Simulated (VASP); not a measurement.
SnO (Romarchite): single point with PBE

The system is SnO (Romarchite).

```
Sn O
1.0
     3.79860    0.00000    0.00000
     0.00000    3.79860    0.00000
     0.00000    0.00000    4.84080
Sn O
2 2
Direct
  0.50000 0.00000 0.23690
  0.00000 0.50000 0.76310
  0.00000 0.00000 0.00000
  0.50000 0.50000 0.00000
```

```
Program                : VASP 6.6.1
Task                   : single point
Functional             : PBE
Potentials or basis    : VASP PAW PBE potentials, release 64 (Sn_d, O)
Cutoff                 : 520 eV
k mesh                 : 6 × 6 × 4
Occupations            : fermi-dirac, width 0.05 eV
Spin                   : no spin polarisation
Dipole correction      : no
Further INCAR settings : ALGO = Normal; EDIFF = 1e-07; NBANDS = 28
```

| Property | Result |
| --- | --- |
| Pressure | 5.0 GPa |
| Largest force | 0.609 eV/Å |
| Band gap on the k mesh | 0.07 eV, indirect (least direct gap 1.98 eV) |

Forces in eV/Å, atoms in the order of the input:
```
Sn   0.000  0.000  0.609
Sn   0.000  0.000 -0.609
O    0.000  0.000  0.000
O    0.000  0.000  0.000
```

Stress tensor (GPa, compression positive):
```
5.36 0.00 0.00
0.00 5.36 0.00
0.00 0.00 4.31
```

Levels at points of the mesh, in eV from the valence-band top:
```tsv
k point	band 17	band 18	band 19	band 20	band 21	band 22	band 23	band 24
(0.00, 0.00, 0.00)	-3.56	-3.27	-3.27	0.00	2.08	4.32	4.70	4.70
(0.50, 0.00, 0.00)	-4.95	-4.95	-2.75	-2.75	3.18	3.18	5.93	5.93
(0.50, 0.50, 0.00)	-2.60	-2.60	-1.91	-1.91	0.07	0.07	4.46	4.46
(0.00, 0.00, 0.50)	-3.28	-3.28	-3.13	-2.28	1.67	2.97	2.97	3.68
(0.50, 0.00, 0.50)	-4.91	-4.91	-1.78	-1.78	2.56	2.56	5.44	5.44
(0.50, 0.50, 0.50)	-2.69	-2.69	-2.60	-2.60	2.33	2.33	4.03	4.03
```

Run time: 91 s on 1 thread of Intel Xeon 8259CL (shared host), peak memory 0.2 GiB.

Caveat: spin-orbit coupling is left out, which moves the levels of the heavy elements. A k mesh can miss the band edges.
